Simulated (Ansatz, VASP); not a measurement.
Two plane-wave programs on Si

```
Si
1.0
     0.00000    2.70106    2.70106
     2.70106    0.00000    2.70106
     2.70106    2.70106    0.00000
Si
2
Direct
  0.75000 0.75000 0.75000
  0.50000 0.50000 0.50000
```

Alike in both runs: functional LDA; k mesh 8 × 8 × 8; no spin polarisation.

Ansatz relaxed the structure, and its values are those at the end. VASP's run is a single point on that final structure, the one shown.

```csv
,VASP,Ansatz
version,VASP 6.6.1,Ansatz 0.2.0
potentials or method,"VASP PAW LDA potentials, release 64 (Si)","plane waves, PAW"
plane-wave cutoff (eV),500,420
occupations,"gaussian, width 0.01 eV",fixed
valence electrons in the cell,8,8
```

```tsv
	VASP	Ansatz	Ansatz less VASP
pressure (GPa)	0.0	0.0	-0.04
```

LDA's correlation is that of Perdew and Zunger in VASP and of Perdew and Wang (1992) in Ansatz.
